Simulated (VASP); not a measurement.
A run of VASP 6.6.1 is set up as follows.

File POSCAR:

```
HfRu
1.0
    3.2250000000      0.0000000000      0.0000000000
    0.0000000000      3.2250000000      0.0000000000
    0.0000000000      0.0000000000      3.2250000000
Hf Ru
1 1
Direct
    0.0000000000      0.0000000000      0.0000000000
    0.4883720930      0.5000000000      0.5000000000
```

The input INCAR.step1:

```
PREC = Accurate
ENCUT = 520
ISMEAR = 0
SIGMA = 0.15
LREAL = False
LASPH = True
NELM = 60
NBANDS = 19
GGA = PE
ALGO = Normal
EDIFF = 1E-4
LWAVE = True
LCHARG = False
```

Contents of INCAR.step2:

```
PREC = Accurate
ENCUT = 520
EDIFF = 1E-7
ISMEAR = 0
SIGMA = 0.15
LREAL = False
LASPH = True
NELM = 60
ALGO = Normal
ISIF = 2
LWAVE = False
LCHARG = True
METAGGA = R2SCAN
LMIXTAU = True
LELF = True
LVHAR = True
NBANDS = 19
ISTART = 1
```

File KPOINTS:

```
regular mesh
0
Gamma
  14 14 14
```

Potentials or basis: VASP PAW PBE potentials, release 64 (Hf_pv, Ru_pv).

The run is started by

```sh
$ cat potpaw_PBE.64/Hf_pv/POTCAR potpaw_PBE.64/Ru_pv/POTCAR > POTCAR
$ cp INCAR.step1 INCAR
$ mpirun -np 1 vasp_std > vasp.out
$ cp INCAR.step2 INCAR
$ mpirun -np 1 vasp_std > vasp.out
```

**Question.** What does it give for the pressure?

**Answer.** 0.2 GPa.

**Question.** Estimate the largest force.

**Answer.** 0.257 eV/Å.

Forces on the atoms (eV/Å):
```
Hf  -0.257  0.000  0.000
Ru   0.257  0.000  0.000
```

Caveat: the cell differs from its parent crystal (all Ru atoms moved +0.037 Å, as atom 2 towards its neighbour atom 2 (Ru) at 3.225 Å); the PAW data sets were made with another functional, which shifts forces and pressure a little.
